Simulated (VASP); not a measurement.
# Sb (Im-3m) in VASP: further runs

Sb is run at these levels: r2SCAN, PBE, LDA; tasks: single point.

Program: VASP 6.6.1. These are calculated values, not measurements. Logs are shortened: lines on timing, memory, paths and dates and some standing lists are left out, and cuts for length are marked.

**1. The cell of the first run**

Symmetry: Im-3m, No. 229, cubic system. Conventional cell: a = 3.816 Å, b = 3.816 Å, c = 3.816 Å, α = 90.00°, β = 90.00°, γ = 90.00°. Within 4.3 Å of Sb (site symmetry m-3m) lie 14 Sb at 3.30 to 3.82 Å.

**2. Single point, r2SCAN**

The input, POSCAR:

```
Sb
1.0
   -1.9080431628      1.9080431628      1.9080431628
    1.9080431628     -1.9080431628      1.9080431628
    1.9080431628      1.9080431628     -1.9080431628
Sb
1
Direct
    0.0000000000      0.0000000000      0.0000000000
```

The input, INCAR.step1:

```
PREC     = Accurate       # precision mode
ENCUT    = 520            # plane-wave cutoff, eV
ISMEAR   = -1             # smearing method
SIGMA    = 0.05           # smearing width, eV
LREAL    = F              # projectors in reciprocal space
LASPH    = T              # aspherical terms in the spheres
NELM     = 80             # most SCF steps
NBANDS   = 8              # bands
GGA      = PE             # functional
ALGO     = Normal         # electronic algorithm
EDIFF    = 1E-4           # SCF threshold, eV
LWAVE    = T              # write WAVECAR
LCHARG   = F              # write CHGCAR
```

The input, INCAR.step2:

```
PREC     = Accurate       # precision mode
ENCUT    = 520            # plane-wave cutoff, eV
EDIFF    = 1E-6           # SCF threshold, eV
ISMEAR   = -1             # smearing method
SIGMA    = 0.05           # smearing width, eV
LREAL    = F              # projectors in reciprocal space
LASPH    = T              # aspherical terms in the spheres
NELM     = 80             # most SCF steps
ALGO     = Normal         # electronic algorithm
ISIF     = 2              # what is computed and relaxed
LWAVE    = F              # write WAVECAR
LCHARG   = T              # write CHGCAR
METAGGA  = R2SCAN         # meta-GGA
LMIXTAU  = T            
LELF     = T              # ELF
LVHAR    = T            
NBANDS   = 8              # bands
ISTART   = 1
```

The input, KPOINTS:

```
Automatic mesh
0
Gamma
  10 10 10
```

Potentials or basis: VASP PAW PBE potentials, release 64 (Sb).

Run with:

```bash
> cat potpaw_PBE.64/Sb/POTCAR > POTCAR
> cp INCAR.step1 INCAR
> mpirun -np 1 vasp_std > vasp.out
> cp INCAR.step2 INCAR
> mpirun -np 1 vasp_std > vasp.out
```

OUTCAR:

```text
PREC = Accurate
   ENCUT = 520
   EDIFF = 1E-6
   ISMEAR = -1
   LREAL = F
   LASPH = T
   NELM = 80
   ISIF = 2
   METAGGA = R2SCAN
   ISTART = 1

 ion  position               nearest neighbor table
   1  0.000  0.000  0.000-

  LATTYP: Found a body centered cubic cell.
 ALAT       =     3.8160863256

  Lattice vectors:

 A1 = (  -1.9080431628,   1.9080431628,   1.9080431628)
 A2 = (   1.9080431628,  -1.9080431628,   1.9080431628)
 A3 = (   1.9080431628,   1.9080431628,  -1.9080431628)

Analysis of symmetry for initial positions (statically):
=====================================================================
 Subroutine PRICEL returns:
 Original cell was already a primitive cell.

 Routine SETGRP: Setting up the symmetry group for a
 body centered cubic supercell.

 Subroutine GETGRP returns: Found 48 space group operations
 (whereof 48 operations were pure point group operations)
 out of a pool of 48 trial point group operations.

The static configuration has the point symmetry O_h .

Analysis of symmetry for dynamics (positions and initial velocities):
=====================================================================
 Subroutine PRICEL returns:
 Original cell was already a primitive cell.

 Routine SETGRP: Setting up the symmetry group for a
 body centered cubic supercell.

 Subroutine GETGRP returns: Found 48 space group operations
 (whereof 48 operations were pure point group operations)
 out of a pool of 48 trial point group operations.

The dynamic configuration has the point symmetry O_h .

 Subroutine INISYM returns: Found 48 space group operations
 (whereof 48 operations are pure point group operations),
 and found     1 'primitive' translations

----------------------------------------------------------------------------------------

                                     Primitive cell

  volume of cell :      27.7859

  direct lattice vectors                    reciprocal lattice vectors
    -1.908043163  1.908043163  1.908043163     0.000000000  0.262048579  0.262048579
     1.908043163 -1.908043163  1.908043163     0.262048579  0.000000000  0.262048579
     1.908043163  1.908043163 -1.908043163     0.262048579  0.262048579  0.000000000

  length of vectors
     3.304827701  3.304827701  3.304827701     0.370592655  0.370592655  0.370592655

  position of ions in fractional coordinates (direct lattice)
     0.000000000  0.000000000  0.000000000

  ion indices of the primitive-cell ions
   primitive index   ion index
                 1           1

----------------------------------------------------------------------------------------

 KPOINTS: Automatic mesh

Automatic generation of k-mesh.
 Grid dimensions read from file:
 generate k-points for:   10   10   10

 Generating k-lattice:

  Cartesian coordinates                     Fractional coordinates (reciprocal lattice)
     0.000000000  0.026204858  0.026204858     0.100000000  0.000000000  0.000000000
     0.026204858  0.000000000  0.026204858     0.000000000  0.100000000  0.000000000
     0.026204858  0.026204858  0.000000000     0.000000000  0.000000000  0.100000000

  Length of vectors
     0.037059265  0.037059265  0.037059265

  Shift w.r.t. Gamma in fractional coordinates (k-lattice)
     0.000000000  0.000000000  0.000000000

 Subroutine IBZKPT returns following result:
 ===========================================

 Found     47 irreducible k-points:

 Following reciprocal coordinates:
            Coordinates               Weight
  0.000000  0.000000  0.000000      1.000000
  0.100000  0.000000  0.000000     12.000000
  0.200000  0.000000  0.000000     12.000000
  0.300000  0.000000  0.000000     12.000000
  0.400000  0.000000  0.000000     12.000000
  0.500000  0.000000  0.000000      6.000000
[... 16 lines left out ...]
  0.300000  0.300000  0.100000      8.000000
 -0.300000  0.300000  0.100000     24.000000
 [... further k-points ...]
   k-points           NKPTS =     47   k-points in BZ     NKDIM =     47   number of bands    NBANDS=      8
   number of dos      NEDOS =    301   number of ions     NIONS =      1
   total plane-waves  NPLWV =  21952
   dimension x,y,z NGX =    28 NGY =   28 NGZ =   28
   dimension x,y,z NGXF=    56 NGYF=   56 NGZF=   56
   ions per type =               1
   NGX,Y,Z   is equivalent  to a cutoff of  14.09, 14.09, 14.09 a.u.
   NGXF,Y,Z  is equivalent  to a cutoff of  28.17, 28.17, 28.17 a.u.
 SYSTEM =  unknown system
   PREC   = accura    normal or accurate (medium, high low for compatibility)
   ISTART =      1    job   : 0-new  1-cont  2-samecut
   ICHARG =      0    charge: 1-file 2-atom 10-const
   ISPIN  =      1    spin polarized calculation?
   LNONCOLLINEAR =      F non collinear calculations
   LSORBIT =      F    spin-orbit coupling
   LASPH  =      T    aspherical Exc in radial PAW
   ENCUT  =  520.0 eV  38.22 Ry    6.18 a.u.   6.14  6.14  6.14*2*pi/ulx,y,z
   NELM   =     80;   NELMIN=  2; NELMDL=  0     # of ELM steps
   EDIFF  = 0.1E-05   stopping-criterion for ELM
   LREAL  =      F    real-space projection
   EDIFFG = 0.1E-04   stopping-criterion for IOM
   NSW    =      0    number of steps for IOM
   IBRION =     -1    ionic relax: 0-MD 1-quasi-New 2-CG
   NFREE  =      0    steps in history (QN), initial steepest desc. (CG)
   ISIF   =      2    stress and relaxation
   ISYM   =      2    0-nonsym 1-usesym 2-fastsym
   POTIM  = 0.5000    time-step for ionic-motion
   TEBEG  =    0.0;   TEEND  =   0.0 temperature during run
   PSTRESS=    0.0 pullay stress
   NELECT =       5.0000    total number of electrons
   NUPDOWN=      -1.0000    fix difference up-down
   EMIN   =  10.00;   EMAX   =-10.00  energy-range for DOS
   EFERMI =   0.00;   METHOD = LEGACY
   ISMEAR =    -1;   SIGMA  =   0.05  broadening in eV -4-tet -1-fermi 0-gaus
   EFERMI_NEDOS =   21; number of points for ismear=-14 and -15
   IALGO  =     38    algorithm
   IMIX   =      4    mixing-type and parameters
     AMIX     =   0.40;   BMIX     =  1.00
     AMIX_MAG =   1.60;   BMIX_MAG =  1.00
  volume/ion in A,a.u.               =      27.79       187.51
  Fermi-wavevector in a.u.,A,eV,Ry     =   0.924251  1.746581 11.622642  0.854240
  Thomas-Fermi vector in A             =   2.049976
   LORBIT       =      0    0 simple, 1 ext, 2 COOP (PROOUT), +10 PAW based schemes
   METAGGA = R2SCAN    functional components
   LHFCALC =     F    Hartree Fock is set to
   AEXX    =    0.0000 exact exchange contribution
   IVDW    =     0    specifies the selected vdW correction
   LEPSILON=     F    determine dielectric tensor
   LRPA    =     F    only Hartree local field effects (RPA)
 non-spin polarized calculation
  energy-cutoff  :      520.00
  volume of cell :       27.79
 maximum number of plane-waves:       767
 NGX is ok and might be reduce to    28
   NGX = 13   NGY = 13   NGZ = 13

 number of electron       4.9999999 magnetization

 Free energy of the ion-electron system (eV)
  ---------------------------------------------------
  ext. energy  EPLUGINS =         0.00000000
  ---------------------------------------------------
  free energy    TOTEN  =       -25.33514358 eV

  energy without entropy =      -25.32613678  energy(sigma->0) =      -25.33064018

 E-fermi :   7.9514     XC(G=0): -10.6223

 val. band max:        7.9424469135   @ k =  -0.3000   0.4000   0.1000
 cond. band min:       7.9744899857   @ k =   0.3000   0.1000   0.1000
 fundamental gap:      0.0320430722
 Fermi energy:         7.9513697682

 k-point     1 :       0.0000    0.0000    0.0000
  band No.  band energies     occupation
      1      -5.2236      2.00000
      2      13.4990      0.00000
      3      13.4990      0.00000
      4      13.4990      0.00000
      5      18.8157      0.00000
      6      18.8157      0.00000
      7      18.8157      0.00000
      8      20.6147      0.00000

 k-point     2 :       0.1000    0.0000    0.0000
  band No.  band energies     occupation
      1      -5.0089      2.00000
      2      11.9982      0.00000
      3      12.8423      0.00000
      4      13.3432      0.00000
      5      17.8889      0.00000
      6      17.9586      0.00000
      7      19.7242      0.00000
      8      19.8742      0.00000

 k-point     3 :       0.2000    0.0000    0.0000
  band No.  band energies     occupation
      1      -4.3701      2.00000
      2       9.1101      0.00000
      3      11.6245      0.00000
      4      12.9263      0.00000
      5      16.6052      0.00000
      6      16.7422      0.00000
      7      19.7399      0.00000
      8      20.5130      0.00000

 k-point     4 :       0.3000    0.0000    0.0000
  band No.  band energies     occupation
      1      -3.3332      2.00000
      2       6.1556      2.00000
      3      10.5434      0.00000
      4      12.4229      0.00000
      5      15.6383      0.00000
      6      15.8904      0.00000
      7      20.3432      0.00000
      8      21.3201      0.00000

 k-point     5 :       0.4000    0.0000    0.0000
  band No.  band energies     occupation
      1      -2.0122      2.00000
      2       3.6105      2.00000
      3       9.8375      0.00000
      4      12.0377      0.00000
      5      15.0727      0.00000
      6      15.3753      0.00000
      7      21.4746      0.00000
      8      22.4363      0.00000
[... 177 lines left out ...]
 k-point    22 :      -0.2000    0.2000    0.1000
  band No.  band energies     occupation
      1      -4.1575      2.00000
      2       9.1924      0.00000
      3      10.9606      0.00000
      4      11.7997      0.00000
      5      16.4029      0.00000
      6      17.7116      0.00000
      7      18.4676      0.00000
      8      20.9478      0.00000

 k-point    23 :       0.3000    0.3000    0.1000
  band No.  band energies     occupation
      1      -0.2892      2.00000
      2       4.3862      2.00000
      3       4.3862      2.00000
      4       8.1887      0.01721
      5      19.7254      0.00000
      6      21.8808      0.00000
      7      21.8808      0.00000
      8      24.3091      0.00000

 k-point    24 :      -0.3000    0.3000    0.1000
  band No.  band energies     occupation
      1      -3.1240      2.00000
      2       6.3164      2.00000
      3       9.8941      0.00000
      4      11.4240      0.00000
      5      16.0779      0.00000
      6      16.8608      0.00000
      7      18.2978      0.00000
      8      23.3730      0.00000

 [... further k-points ...]
[... 5 lines left out ...]
  --------------------------------------------------------------------------------------
  -------------------------------------------------------------------------------------
  Total       -0.2248612     -0.2248612     -0.2248612      0.0000000      0.0000000      0.0000000
  in kB      -12.9658343    -12.9658343    -12.9658343      0.0000000      0.0000000      0.0000000
  external PRESSURE =     -12.9658343 kB  Pullay stress =       0.0000000 kB

 VOLUME and BASIS-vectors are now :
 -----------------------------------------------------------------------------
  energy-cutoff  :      520.00
  volume of cell :       27.79
      direct lattice vectors                 reciprocal lattice vectors
    -1.908043163  1.908043163  1.908043163     0.000000000  0.262048579  0.262048579
     1.908043163 -1.908043163  1.908043163     0.262048579  0.000000000  0.262048579
     1.908043163  1.908043163 -1.908043163     0.262048579  0.262048579  0.000000000

 POSITION                                       TOTAL-FORCE (eV/Angst)
 -----------------------------------------------------------------------------------
      0.00000      0.00000      0.00000         0.000000      0.000000     -0.000000
 -----------------------------------------------------------------------------------
    total drift:                                0.000000      0.000000      0.000000

  FREE ENERGIE OF THE ION-ELECTRON SYSTEM (eV)
  ---------------------------------------------------
  free  energy   TOTEN  =       -25.3351435797 eV

  energy  without entropy=      -25.3261367846  energy(sigma->0) =      -25.33064018
```

It took 31 s on 1 thread of AMD EPYC 9R45 (Zen 5), shared host; peak memory 0.13 GiB.

Results:

| Quantity | Value |
| --- | --- |
| Free energy | -25.3351 eV |
| Pressure | -1.3 GPa |

Levels at points of the mesh, in eV from the Fermi level:
```csv
k point,band 1,band 2,band 3,band 4,band 5,band 6,band 7
"(0.00, 0.00, 0.00)",-13.17,5.55,5.55,5.55,10.86,10.86,10.86
"(0.50, 0.00, 0.00)",-9.07,-5.65,1.64,3.95,6.94,7.25,14.58
"(0.50, 0.50, 0.50)",-5.74,-2.11,-2.11,-2.11,3.48,3.48,18.20
```

Caveat: the PAW data sets were made with another functional, which shifts forces and pressure a little; spin-orbit coupling is left out, which moves the levels of the heavy elements.

**3. Single point, PBE**

This run uses another cell than the first one, of 26.21 Å³/atom, 0.943 times its volume.

The input, INCAR:

```
PREC = Accurate
ENCUT = 520
EDIFF = 1E-6
ISMEAR = 0
SIGMA = 0.011
LREAL = F
LASPH = T
NELM = 60
ALGO = Normal
ISIF = 2
LWAVE = F
LCHARG = T
GGA = PE
LELF = T
LVHAR = T
NBANDS = 8
```

The input, KPOINTS:

```
regular mesh
0
Gamma
  10 10 10
```

The input, POSCAR:

```
Sb
1.0
   -1.8713408863      1.8713408863      1.8713408863
    1.8713408863     -1.8713408863      1.8713408863
    1.8713408863      1.8713408863     -1.8713408863
Sb
1
Direct
    0.0000000000      0.0000000000      0.0000000000
```

Potentials or basis: VASP PAW PBE potentials, release 64 (Sb).

Run with:

```bash
> cat potpaw_PBE.64/Sb/POTCAR > POTCAR
> mpirun -np 1 vasp_std > vasp.out
```

OUTCAR:

```text
PREC = Accurate
   ENCUT = 520
   EDIFF = 1E-6
   ISMEAR = 0
   LREAL = F
   LASPH = T
   NELM = 60
   ISIF = 2
   GGA = PE

 ion  position               nearest neighbor table
   1  0.000  0.000  0.000-

  LATTYP: Found a body centered cubic cell.
 ALAT       =     3.7426817726

  Lattice vectors:

 A1 = (  -1.8713408863,   1.8713408863,   1.8713408863)
 A2 = (   1.8713408863,  -1.8713408863,   1.8713408863)
 A3 = (   1.8713408863,   1.8713408863,  -1.8713408863)

[... 433 lines left out ...]
  band No.  band energies     occupation
      1      -2.1363      2.00000
      2       7.1706      2.00000
      3      10.8361      0.00000
      4      12.2185      0.00000
      5      16.4954      0.00000
      6      17.4062      0.00000
      7      18.6205      0.00000
      8      23.8261      0.00000

 [... further k-points ...]
[... 5 lines left out ...]
  --------------------------------------------------------------------------------------
  -------------------------------------------------------------------------------------
  Total        0.4912967      0.4912967      0.4912967     -0.0000000      0.0000000     -0.0000000
  in kB       30.0286448     30.0286448     30.0286448     -0.0000000      0.0000000     -0.0000000
  external PRESSURE =      30.0286448 kB  Pullay stress =       0.0000000 kB

 VOLUME and BASIS-vectors are now :
 -----------------------------------------------------------------------------
  energy-cutoff  :      520.00
  volume of cell :       26.21
      direct lattice vectors                 reciprocal lattice vectors
    -1.871340886  1.871340886  1.871340886     0.000000000  0.267188092  0.267188092
     1.871340886 -1.871340886  1.871340886     0.267188092  0.000000000  0.267188092
     1.871340886  1.871340886 -1.871340886     0.267188092  0.267188092  0.000000000

 POSITION                                       TOTAL-FORCE (eV/Angst)
 -----------------------------------------------------------------------------------
      0.00000      0.00000      0.00000         0.000000      0.000000      0.000000
 -----------------------------------------------------------------------------------
    total drift:                                0.000000     -0.000000     -0.000000

  FREE ENERGIE OF THE ION-ELECTRON SYSTEM (eV)
  ---------------------------------------------------
  free  energy   TOTEN  =        -3.8847689122 eV

  energy  without entropy=       -3.8845819060  energy(sigma->0) =       -3.88467541
```

OSZICAR:

```text
N       E                     dE             d eps       ncg     rms          rms(c)
DAV:   1     0.496152901985E+01    0.49615E+01   -0.16817E+03   752   0.408E+02
DAV:   2    -0.380096495193E+01   -0.87625E+01   -0.83622E+01  1072   0.527E+01
DAV:   3    -0.388662262861E+01   -0.85658E-01   -0.85650E-01   888   0.596E+00
DAV:   4    -0.388690021363E+01   -0.27759E-03   -0.27758E-03  1160   0.405E-01
DAV:   5    -0.388690074108E+01   -0.52746E-06   -0.52663E-06   968   0.109E-02    0.183E+00
DAV:   6    -0.388545152876E+01    0.14492E-02   -0.14650E-03   920   0.208E-01    0.105E+00
DAV:   7    -0.388474807927E+01    0.70345E-03   -0.32690E-03   896   0.309E-01    0.588E-02
DAV:   8    -0.388476843214E+01   -0.20353E-04   -0.53582E-05  1024   0.550E-02    0.485E-03
DAV:   9    -0.388476891219E+01   -0.48005E-06   -0.65183E-07  1024   0.600E-03
   1 F= -.38847689E+01 E0= -.38846754E+01  d E =-.187006E-03
```

Wall time 9.8 s (1 thread of Intel Xeon 8259CL, shared host); peak memory 0.11 GiB.

Results:

- Free energy: -3.8848 eV
- Pressure: 3.0 GPa

Levels at points of the mesh, in eV from the Fermi level:
```
           k point  band 1  band 2  band 3  band 4  band 5  band 6
(0.00, 0.00, 0.00)  -13.03    5.73    5.73    5.73   10.67   10.67
(0.50, 0.00, 0.00)   -8.83   -5.74    1.77    3.85    6.53    6.98
(0.50, 0.50, 0.50)   -5.44   -2.03   -2.03   -2.03    2.93    2.93
```

Caveat: spin-orbit coupling is left out, which moves the levels of the heavy elements.

**4. Single point, PBE**

This run uses another cell than the first one, of 27.50 Å³/atom, 0.990 times its volume.

The input, INCAR:

```
SYSTEM = Sb
ALGO = Normal
EDIFF = 1E-7
ENCUT = 520
GGA = PE
ISIF = 2
ISMEAR = -1
LASPH = .TRUE.
LCHARG = .FALSE.
LREAL = .FALSE.
LWAVE = .FALSE.
NBANDS = 8
NELM = 100
PREC = Accurate
SIGMA = 0.05
```

The input, KPOINTS:

```
k-points
0
G
  10 10 10
  0 0 0
```

The input, POSCAR:

```
Sb
1.0
   -1.9015809542      1.9015809542      1.9015809542
    1.9015809542     -1.9015809542      1.9015809542
    1.9015809542      1.9015809542     -1.9015809542
Sb
1
Direct
    0.0000000000      0.0000000000      0.0000000000
```

Run with:

```bash
> cat potpaw_PBE.64/Sb/POTCAR > POTCAR
> mpirun -np 1 vasp_std > vasp.out
```

Wall time 13 s (1 thread of Intel Xeon 8259CL, shared host); peak memory 0.11 GiB.

It converged, with:

```yaml
Free_energy: -3.9017 eV
Pressure: -0.1 GPa
```

Levels at points of the mesh, in eV from the Fermi level:
```
           k point  band 1  band 2  band 3  band 4  band 5  band 6  band 7  band 8
(0.00, 0.00, 0.00)  -12.67    5.34    5.34    5.34   10.48   10.48   10.48   11.78
(0.50, 0.00, 0.00)   -8.76   -5.44    1.65    3.68    6.36    6.91   13.62   14.97
(0.50, 0.50, 0.50)   -5.68   -1.94   -1.94   -1.94    3.03    3.03   17.42   17.42
```

Caveat: spin-orbit coupling is left out, which moves the levels of the heavy elements.

(Continued in part 2 of 2.)
